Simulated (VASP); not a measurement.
The system is Zn.

```
Zn
1.0
     2.68768    0.00000    0.00000
    -1.34384    2.32760    0.00000
     0.00000    0.00000    4.99889
Zn
2
Cartesian
  1.3438 0.7759 3.7492
  0.0000 1.5517 1.2497
```

Base run:

| Property | Result |
| --- | --- |
| Program | VASP 6.6.1 |
| Functional | r2SCAN |
| Potentials or basis | VASP PAW PBE potentials, release 64 (Zn) |
| Cutoff | 520 eV |
| k mesh | 11 × 11 × 6 |
| Occupations | fermi-dirac, width 0.05 eV |
| Spin | no spin polarisation |

Its results: band gap on the k mesh zero (bands 12 and 13 overlap by 4.89 eV); pressure -5.6 GPa.

Q: The run is repeated on the same cell with these changes: functional from r2SCAN to PBEsol; further incar settings from ALGO = Normal; EDIFF = 1e-07; NBANDS = 19 to ALGO = Normal; EDIFF = 1e-06; NBANDS = 19. What comes out?

A: Band gap on the k mesh zero (bands 12 and 13 overlap by 4.77 eV); pressure -6.5 GPa.

Caveats: the cell stands under tension; the PAW data sets were made with another functional, which shifts forces and pressure a little.
